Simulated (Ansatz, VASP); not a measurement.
## PtS2 in VASP and in Ansatz

File POSCAR:

```
PtS2
1.0
    3.6236944115      0.0000000000      0.0000000000
   -1.8118472058      3.1382114159      0.0000000000
    0.0000000000      0.0000000000      4.9132539874
Pt S
1 2
Direct
    0.0000000000      0.0000000000      0.0000000000
    0.3333333333      0.6666666667      0.2416455038
    0.6666666667      0.3333333333      0.7583544962
```

File INCAR.step1:

```
ALGO = Normal ; EDIFF = 1E-4
ENCUT = 520 ; GGA = PE
ISMEAR = 0 ; LASPH = True
LCHARG = False ; LREAL = False
LWAVE = True ; NBANDS = 18
NELM = 100 ; PREC = Accurate
SIGMA = 0.01
```

Contents of INCAR.step2:

```
ALGO = Normal ; EDIFF = 1E-6
ENCUT = 520 ; ISIF = 2
ISMEAR = 0 ; ISTART = 1
LASPH = True ; LCHARG = False
LMIXTAU = True ; LREAL = False
LWAVE = False ; METAGGA = R2SCAN
NBANDS = 18 ; NELM = 100
PREC = Accurate ; SIGMA = 0.01
```

Contents of KPOINTS:

```
k-points
0
Gamma
  12 12 6
```

Input for Ansatz:

```yaml
crystal:
  lattice:
    - [3.6236944115, 0.0, 0.0]
    - [-1.8118472058, 3.1382114159, 0.0]
    - [0.0, 0.0, 4.9132539874]
  atoms:
    - { symbol: Pt, position: [0.0, 0.0, 0.0] }
    - { symbol: S, position: [0.3333333333, 0.6666666667, 0.2416455038] }
    - { symbol: S, position: [0.6666666667, 0.3333333333, 0.7583544962] }
kpoints:
  mp_grid: { grid: [12, 12, 6] }
  band_path:
    path:
      - [0.0, 0.0, 0.0]
      - [0.5, 0.0, 0.0]
      - [0.3333333333, 0.3333333333, 0.0]
      - [0.0, 0.0, 0.5]
      - [0.5, 0.0, 0.5]
      - [0.3333333333, 0.3333333333, 0.5]
      - [0.0, 0.25, 0.3333333333]
      - [0.0, 0.294271, 0.283854]
    npoints: 1
hamiltonian:
  xc: r2scan
scf:
  occupations: { method: fixed }
  n_extra_bands: 4
output:
  forces: true
  stress: true
  eigenvalues: true
```

Change from the starting cell: epitaxial_xy strain +2.0%.

Alike in both runs: task single point; functional r2SCAN; k mesh 12 × 12 × 6; no spin polarisation.

|  | VASP | Ansatz |
| --- | --- | --- |
| version | VASP 6.6.1 | Ansatz 0.2.0 |
| potentials or method | VASP PAW PBE potentials, release 64 (Pt, S) | plane waves, PAW |
| plane-wave cutoff (eV) | 520 | 500 |
| occupations | gaussian, width 0.01 eV | fixed |
| valence electrons in the cell | 22 | 30 |

Ansatz gave:

| Item | Value |
| --- | --- |
| gap on the k mesh at the Fermi level (eV) | 0.64 |
| pressure (GPa) | -1.6 |
| traceless stress, the component that is largest in VASP (GPa) | 2.93 |
| rms of the force components (eV/Å) | 0.020 |

Estimate VASP's values.

gap on the k mesh at the Fermi level (eV): 0.63; pressure (GPa): -1.7; traceless stress, the component that is largest in VASP (GPa): 2.93; rms of the force components (eV/Å): 0.023.

VASP's potentials were made for PBE, not for r2SCAN. Atom by atom the forces differ by 0.003 eV/Å (rms over components). VASP's potentials hold 22 valence electrons a cell and Ansatz's 30, so a difference there can come from the potentials and not from the codes.

Spin-orbit coupling is off throughout.
